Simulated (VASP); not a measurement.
Mg, 1 atom in the cell. It takes space group I4/mmm (No. 139, tetragonal). Conventional cell: a = 3.729 Å, b = 3.729 Å, c = 3.532 Å, α = 90.00°, β = 90.00°, γ = 90.00°. Within 4.2 Å of Mg (site symmetry 4/mmm) lie 14 Mg at 3.17 to 3.73 Å. 

* Program: VASP 6.6.1
* Task: single point
* Functional: PBEsol
* Potentials or basis: VASP PAW PBE potentials, release 64 (Mg)
* Cutoff: 520 eV
* k mesh: 18 × 18 × 18
* Occupations: gaussian, width 0.15 eV
* Spin: no spin polarisation
* Dipole correction: no
* Further INCAR settings: ALGO = Normal; EDIFF = 1e-06; NBANDS = 7

Potentials or basis: VASP PAW PBE potentials, release 64 (Mg).

Run with:

```console
$ cat potpaw_PBE.64/Mg/POTCAR > POTCAR
$ mpirun -np 1 vasp_std > vasp.out
```

Hardware: 1 thread of Intel(R) Xeon(R) 6975P-C (Granite Rapids) (shared host).

Question: How long does it take, and how much memory?

Answer: Wall time 12 s on 1 thread of Intel(R) Xeon(R) 6975P-C (Granite Rapids), on a shared host, peak memory 0.2 GiB. Counts: scf iterations 9, k points 480.
